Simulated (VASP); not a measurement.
# KBr (Cmcm) in VASP: settings compared

The runs below take KBr through single point, with r2SCAN, PBE.

Program: VASP 6.6.1. These are calculated values, not measurements. Logs are shortened: lines on timing, memory, paths and dates and some standing lists are left out, and cuts for length are marked.

### Step 1. The cell of the first run

Symmetry: Cmcm, No. 63, orthorhombic system. Conventional cell: a = 5.704 Å, b = 9.731 Å, c = 6.554 Å, α = 90.00°, β = 90.00°, γ = 90.00°. K (site symmetry m2m) has 5 Br at 3.27 to 3.28 Å within 4.3 Å. Br (site symmetry m2m) has 5 K at 3.27 to 3.28 Å within 4.3 Å.

### Step 2. Single point, r2SCAN (uniaxial x strain +1.5%)

POSCAR reads:

```
KBr
1.0
    5.7035169144      0.0000000000      0.0000000000
   -2.8517584572      4.8654359129      0.0000000000
    0.0000000000      0.0000000000      6.5535957971
K Br
2 2
Direct
    0.3322172238      0.6644344475      0.2500000000
    0.6677827762      0.3355655525      0.7500000000
    0.6679780408      0.3359560815      0.2500000000
    0.3320219592      0.6640439185      0.7500000000
```

INCAR.step1 reads:

```
PREC = Accurate
ENCUT = 520
ISMEAR = 0
SIGMA = 0.01
LREAL = False
LASPH = True
NELM = 100
NBANDS = 24
GGA = PE
ALGO = Normal
EDIFF = 1E-4
LWAVE = True
LCHARG = False
```

INCAR.step2 reads:

```
PREC = Accurate
ENCUT = 520
EDIFF = 1E-7
ISMEAR = 0
SIGMA = 0.01
LREAL = False
LASPH = True
NELM = 100
ALGO = Normal
ISIF = 2
LWAVE = False
LCHARG = True
METAGGA = R2SCAN
LMIXTAU = True
LELF = True
LVHAR = True
NBANDS = 24
ISTART = 1
```

KPOINTS reads:

```
Automatic mesh
0
Gamma
  6 6 4
```

Potentials or basis: VASP PAW PBE potentials, release 64 (K_sv, Br).

The run is started by

```console
cat potpaw_PBE.64/K_sv/POTCAR potpaw_PBE.64/Br/POTCAR > POTCAR
cp INCAR.step1 INCAR
mpirun -np 1 vasp_std > vasp.out
cp INCAR.step2 INCAR
mpirun -np 1 vasp_std > vasp.out
```

OUTCAR:

```text
PREC = Accurate
   ENCUT = 520
   EDIFF = 1E-7
   ISMEAR = 0
   LREAL = False
   LASPH = True
   NELM = 100
   ISIF = 2
   METAGGA = R2SCAN
   ISTART = 1

 ion  position               nearest neighbor table
   1  0.332  0.664  0.250-   3 3.27   3 3.27   3 3.27   4 3.28   4 3.28
   2  0.668  0.336  0.750-   4 3.27   4 3.27   4 3.27   3 3.28   3 3.28
   3  0.668  0.336  0.250-   1 3.27   1 3.27   1 3.27   2 3.28   2 3.28
   4  0.332  0.664  0.750-   2 3.27   2 3.27   2 3.27   1 3.28   1 3.28

  Warning from LATTYP: Monoclinic adjustment (A1->A3, A2->A1, A3->A2)!
  LATTYP: Found a base centered orthorhombic cell.
 ALAT       =     5.7035169144
 B/A-ratio  =     1.7061178168
 C/A-ratio  =     1.1490446851

  Lattice vectors:

 A1 = (   2.8517584572,  -4.8654359129,   0.0000000000)
 A2 = (   2.8517584572,   4.8654359129,   0.0000000000)
 A3 = (   0.0000000000,   0.0000000000,   6.5535957971)

Analysis of symmetry for initial positions (statically):
=====================================================================
 Subroutine PRICEL returns:
 Original cell was already a primitive cell.

 Routine SETGRP: Setting up the symmetry group for a
 base centered orthorhombic supercell.

 Subroutine GETGRP returns: Found  8 space group operations
 (whereof  4 operations were pure point group operations)
 out of a pool of  8 trial point group operations.

The static configuration has the point symmetry C_2h.
 The point group associated with its full space group is D_2h.

Analysis of symmetry for dynamics (positions and initial velocities):
=====================================================================
 Subroutine PRICEL returns:
 Original cell was already a primitive cell.

 Routine SETGRP: Setting up the symmetry group for a
 base centered orthorhombic supercell.

 Subroutine GETGRP returns: Found  8 space group operations
 (whereof  4 operations were pure point group operations)
 out of a pool of  8 trial point group operations.

The dynamic configuration has the point symmetry C_2h.
 The point group associated with its full space group is D_2h.

 Subroutine INISYM returns: Found  8 space group operations
 (whereof  4 operations are pure point group operations),
 and found     1 'primitive' translations

----------------------------------------------------------------------------------------

                                     Primitive cell

  volume of cell :     181.8629

  direct lattice vectors                    reciprocal lattice vectors
     5.703516914  0.000000000  0.000000000     0.175330417  0.102765715  0.000000000
    -2.851758457  4.865435913  0.000000000     0.000000000  0.205531430  0.000000000
     0.000000000  0.000000000  6.553595797     0.000000000  0.000000000  0.152587988

  length of vectors
     5.703516914  5.639591556  6.553595797     0.203227821  0.205531430  0.152587988

  position of ions in fractional coordinates (direct lattice)
     0.332217224  0.664434447  0.250000000
     0.667782776  0.335565553  0.750000000
     0.667978041  0.335956082  0.250000000
     0.332021959  0.664043918  0.750000000

  ion indices of the primitive-cell ions
   primitive index   ion index
                 1           1
                 2           2
                 3           3
                 4           4

----------------------------------------------------------------------------------------

 KPOINTS: Automatic mesh

Automatic generation of k-mesh.
 Grid dimensions read from file:
 generate k-points for:    6    6    4

 Generating k-lattice:

  Cartesian coordinates                     Fractional coordinates (reciprocal lattice)
     0.029221736  0.017127619  0.000000000     0.166666667  0.000000000  0.000000000
     0.000000000  0.034255238  0.000000000     0.000000000  0.166666667  0.000000000
     0.000000000  0.000000000  0.038146997     0.000000000  0.000000000  0.250000000

  Length of vectors
     0.033871304  0.034255238  0.038146997

  Shift w.r.t. Gamma in fractional coordinates (k-lattice)
     0.000000000  0.000000000  0.000000000

 Subroutine IBZKPT returns following result:
 ===========================================

 Found     39 irreducible k-points:

 Following reciprocal coordinates:
            Coordinates               Weight
  0.000000  0.000000  0.000000      1.000000
  0.166667  0.000000  0.000000      4.000000
  0.333333  0.000000  0.000000      4.000000
  0.500000  0.000000  0.000000      2.000000
  0.000000  0.166667  0.000000      2.000000
  0.166667  0.166667  0.000000      4.000000
[... 16 lines left out ...]
  0.000000  0.333333  0.250000      4.000000
  0.166667  0.333333  0.250000      8.000000
 [... further k-points ...]
   k-points           NKPTS =     39   k-points in BZ     NKDIM =     39   number of bands    NBANDS=     24
   number of dos      NEDOS =    301   number of ions     NIONS =      4
   total plane-waves  NPLWV =  88200
   dimension x,y,z NGX =    42 NGY =   42 NGZ =   50
   dimension x,y,z NGXF=    84 NGYF=   84 NGZF=  100
   ions per type =               2   2
   NGX,Y,Z   is equivalent  to a cutoff of  12.24, 12.38, 12.68 a.u.
   NGXF,Y,Z  is equivalent  to a cutoff of  24.48, 24.76, 25.37 a.u.
 SYSTEM =  unknown system
   PREC   = accura    normal or accurate (medium, high low for compatibility)
   ISTART =      1    job   : 0-new  1-cont  2-samecut
   ICHARG =      0    charge: 1-file 2-atom 10-const
   ISPIN  =      1    spin polarized calculation?
   LNONCOLLINEAR =      F non collinear calculations
   LSORBIT =      F    spin-orbit coupling
   LASPH  =      T    aspherical Exc in radial PAW
   ENCUT  =  520.0 eV  38.22 Ry    6.18 a.u.  10.60 10.49 12.19*2*pi/ulx,y,z
   NELM   =    100;   NELMIN=  2; NELMDL=  0     # of ELM steps
   EDIFF  = 0.1E-06   stopping-criterion for ELM
   LREAL  =      F    real-space projection
   EDIFFG = 0.1E-05   stopping-criterion for IOM
   NSW    =      0    number of steps for IOM
   IBRION =     -1    ionic relax: 0-MD 1-quasi-New 2-CG
   NFREE  =      0    steps in history (QN), initial steepest desc. (CG)
   ISIF   =      2    stress and relaxation
   ISYM   =      2    0-nonsym 1-usesym 2-fastsym
   POTIM  = 0.5000    time-step for ionic-motion
   TEBEG  =    0.0;   TEEND  =   0.0 temperature during run
   PSTRESS=    0.0 pullay stress
   NELECT =      32.0000    total number of electrons
   NUPDOWN=      -1.0000    fix difference up-down
   EMIN   =  10.00;   EMAX   =-10.00  energy-range for DOS
   EFERMI =   0.00;   METHOD = LEGACY
   ISMEAR =     0;   SIGMA  =   0.01  broadening in eV -4-tet -1-fermi 0-gaus
   EFERMI_NEDOS =   21; number of points for ismear=-14 and -15
   IALGO  =     38    algorithm
   IMIX   =      4    mixing-type and parameters
     AMIX     =   0.40;   BMIX     =  1.00
     AMIX_MAG =   1.60;   BMIX_MAG =  1.00
  volume/ion in A,a.u.               =      45.47       306.82
  Fermi-wavevector in a.u.,A,eV,Ry     =   0.917368  1.733574 11.450166  0.841563
  Thomas-Fermi vector in A             =   2.042329
   LORBIT       =      0    0 simple, 1 ext, 2 COOP (PROOUT), +10 PAW based schemes
   METAGGA = R2SCAN    functional components
   LHFCALC =     F    Hartree Fock is set to
   AEXX    =    0.0000 exact exchange contribution
   IVDW    =     0    specifies the selected vdW correction
   LEPSILON=     F    determine dielectric tensor
   LRPA    =     F    only Hartree local field effects (RPA)
 non-spin polarized calculation
 Gauss-broadening in eV      SIGMA  =   0.01
  energy-cutoff  :      520.00
  volume of cell :      181.86
 maximum number of plane-waves:      4936
   NGX = 21   NGY = 21   NGZ = 25

 number of electron      31.9999996 magnetization

 Free energy of the ion-electron system (eV)
  ---------------------------------------------------
  ext. energy  EPLUGINS =         0.00000000
  ---------------------------------------------------
  free energy    TOTEN  =       -46.22686064 eV

  energy without entropy =      -46.22686064  energy(sigma->0) =      -46.22686064

 E-fermi :  -2.8674     XC(G=0):  -6.5754

 val. band max:       -2.9662763796   @ k =   0.0000   0.0000   0.0000
 cond. band min:       1.7809289299   @ k =   0.0000   0.0000   0.0000
 fundamental gap:      4.7472053095
 Fermi energy:        -2.8673817182

 k-point     1 :       0.0000    0.0000    0.0000
  band No.  band energies     occupation
      1     -32.0362      2.00000
      2     -32.0303      2.00000
      3     -15.6113      2.00000
      4     -15.5267      2.00000
      5     -14.8000      2.00000
      6     -14.7879      2.00000
[... 16 lines left out ...]
     23       6.0074      0.00000
     24       6.3723      0.00000

 k-point     2 :       0.1667    0.0000    0.0000
  band No.  band energies     occupation
      1     -32.0358      2.00000
      2     -32.0306      2.00000
      3     -15.6415      2.00000
      4     -15.5720      2.00000
      5     -14.7955      2.00000
      6     -14.7899      2.00000
[... 16 lines left out ...]
     23       6.0030      0.00000
     24       6.2938      0.00000

 k-point     3 :       0.3333    0.0000    0.0000
  band No.  band energies     occupation
      1     -32.0347      2.00000
      2     -32.0313      2.00000
      3     -15.6924      2.00000
      4     -15.6522      2.00000
      5     -14.7942      2.00000
      6     -14.7842      2.00000
[... 16 lines left out ...]
     23       6.0868      0.00000
     24       6.2842      0.00000

 k-point     4 :       0.5000    0.0000    0.0000
  band No.  band energies     occupation
      1     -32.0339      2.00000
      2     -32.0319      2.00000
      3     -15.7119      2.00000
      4     -15.6912      2.00000
      5     -14.7963      2.00000
      6     -14.7753      2.00000
[... 16 lines left out ...]
     23       6.1552      0.00000
     24       6.5973      0.00000

 k-point     5 :       0.0000    0.1667    0.0000
  band No.  band energies     occupation
      1     -32.0357      2.00000
      2     -32.0306      2.00000
      3     -15.6405      2.00000
      4     -15.5708      2.00000
      5     -14.7955      2.00000
      6     -14.7888      2.00000
[... 16 lines left out ...]
     23       5.9815      0.00000
     24       6.3172      0.00000

 k-point     6 :       0.1667    0.1667    0.0000
  band No.  band energies     occupation
      1     -32.0350      2.00000
      2     -32.0310      2.00000
      3     -15.6796      2.00000
      4     -15.6312      2.00000
      5     -14.7937      2.00000
      6     -14.7874      2.00000
[... 16 lines left out ...]
     23       6.1594      0.00000
     24       6.2092      0.00000
[... 379 lines left out ...]
 k-point    21 :       0.5000    0.1667    0.2500
  band No.  band energies     occupation
      1     -32.0335      2.00000
      2     -32.0321      2.00000
      3     -15.7606      2.00000
      4     -15.7467      2.00000
      5     -14.7935      2.00000
      6     -14.7661      2.00000
[... 16 lines left out ...]
     23       6.2107      0.00000
     24       6.6007      0.00000

 k-point    22 :      -0.3333    0.1667    0.2500
  band No.  band energies     occupation
      1     -32.0344      2.00000
      2     -32.0316      2.00000
      3     -15.7291      2.00000
      4     -15.6991      2.00000
      5     -14.7894      2.00000
      6     -14.7656      2.00000
[... 16 lines left out ...]
     23       6.3455      0.00000
     24       6.7586      0.00000

 k-point    23 :       0.0000    0.3333    0.2500
  band No.  band energies     occupation
      1     -32.0341      2.00000
      2     -32.0317      2.00000
      3     -15.7378      2.00000
      4     -15.7123      2.00000
      5     -14.7880      2.00000
      6     -14.7627      2.00000
[... 16 lines left out ...]
     23       6.2641      0.00000
     24       6.6701      0.00000

 k-point    24 :       0.1667    0.3333    0.2500
  band No.  band energies     occupation
      1     -32.0335      2.00000
      2     -32.0321      2.00000
      3     -15.7583      2.00000
      4     -15.7443      2.00000
      5     -14.7929      2.00000
      6     -14.7649      2.00000
[... 16 lines left out ...]
     23       6.2449      0.00000
     24       6.6076      0.00000

 [... further k-points ...]
[... 5 lines left out ...]
  --------------------------------------------------------------------------------------
  -------------------------------------------------------------------------------------
  Total       -0.2471152     -0.2196146     -0.0480802      0.0000000     -0.0000000      0.0000000
  in kB       -2.1770374     -1.9347628     -0.4235770      0.0000000     -0.0000000      0.0000000
  external PRESSURE =      -1.5117924 kB  Pullay stress =       0.0000000 kB

 VOLUME and BASIS-vectors are now :
 -----------------------------------------------------------------------------
  energy-cutoff  :      520.00
  volume of cell :      181.86
      direct lattice vectors                 reciprocal lattice vectors
     5.703516914  0.000000000  0.000000000     0.175330417  0.102765715  0.000000000
    -2.851758457  4.865435913  0.000000000     0.000000000  0.205531430  0.000000000
     0.000000000  0.000000000  6.553595797     0.000000000  0.000000000  0.152587988

 POSITION                                       TOTAL-FORCE (eV/Angst)
 -----------------------------------------------------------------------------------
      0.00000      3.23276      1.63840         0.000000     -0.000498      0.000000
      2.85176      1.63267      4.91520         0.000000      0.000498      0.000000
      2.85176      1.63457      1.63840         0.000000     -0.000068      0.000000
     -0.00000      3.23086      4.91520         0.000000      0.000068      0.000000
 -----------------------------------------------------------------------------------
    total drift:                               -0.000000      0.000000     -0.000000

  FREE ENERGIE OF THE ION-ELECTRON SYSTEM (eV)
  ---------------------------------------------------
  free  energy   TOTEN  =       -46.2268606397 eV

  energy  without entropy=      -46.2268606397  energy(sigma->0) =      -46.22686064
```

Run time: 8.9 min. Hardware: 1 thread of AMD EPYC 9R45 (Zen 5), shared host; peak memory 0.37 GiB.

What came out:

```yaml
Free_energy: -46.2269 eV
Pressure: -0.2 GPa
Band_gap_on_the_k_mesh: 4.75 eV, direct
```

Stress tensor (GPa, compression positive):
```
-0.22  0.00  0.00
 0.00 -0.19  0.00
 0.00  0.00 -0.04
```

Caveat: the cell differs from its parent crystal (uniaxial x strain +1.5%); the PAW data sets were made with another functional, which shifts forces and pressure a little. A k mesh can miss the band edges.

### Step 3. Single point, PBE (uniaxial x strain +1.5%)

INCAR reads:

```
ALGO = Normal ; EDIFF = 1E-7
ENCUT = 520 ; GGA = PE
ISIF = 2 ; ISMEAR = -1
LASPH = True ; LCHARG = False
LREAL = False ; LWAVE = False
NBANDS = 24 ; NELM = 100
PREC = Accurate ; SIGMA = 0.02
```

KPOINTS reads:

```
k-points
0
Gamma
  6 6 4
```

POSCAR is that of step 2.

Potentials or basis: VASP PAW PBE potentials, release 64 (K_sv, Br).

The run is started by

```console
cat potpaw_PBE.64/K_sv/POTCAR potpaw_PBE.64/Br/POTCAR > POTCAR
mpirun -np 1 vasp_std > vasp.out
```

Wall time 2 min (1 thread of AMD EPYC 9R45 (Zen 5), shared host); peak memory 0.33 GiB.

The run converged. Its results:

```yaml
Free_energy: -12.2791 eV
Pressure: 0.2 GPa
Band_gap_on_the_k_mesh: 4.16 eV, direct
```

Stress tensor (GPa, compression positive):
```
0.14 0.00 0.00
0.00 0.16 0.00
0.00 0.00 0.45
```

Levels at points of the mesh, in eV from the valence-band top:
```
           k point  band 12  band 13  band 14  band 15  band 16  band 17  band 18  band 19  band 20  band 21
(0.00, 0.00, 0.00)    -0.48    -0.46    -0.27    -0.27     0.00     4.16     7.03     7.38     7.44     8.11
(0.50, 0.00, 0.00)    -0.49    -0.45    -0.45    -0.24    -0.14     5.98     6.36     6.71     6.85     7.71
(0.00, 0.50, 0.00)    -0.51    -0.45    -0.44    -0.24    -0.14     6.01     6.38     6.67     6.80     7.72
(0.00, 0.00, 0.50)    -0.63    -0.39    -0.39    -0.38    -0.38     5.43     5.43     8.30     8.30     8.41
(0.50, 0.00, 0.50)    -0.90    -0.34    -0.34    -0.27    -0.27     6.25     6.25     7.78     7.78     8.18
(0.00, 0.50, 0.50)    -0.89    -0.35    -0.35    -0.27    -0.27     6.26     6.26     7.83     7.83     8.13
```

Caveat: the cell differs from its parent crystal (uniaxial x strain +1.5%).
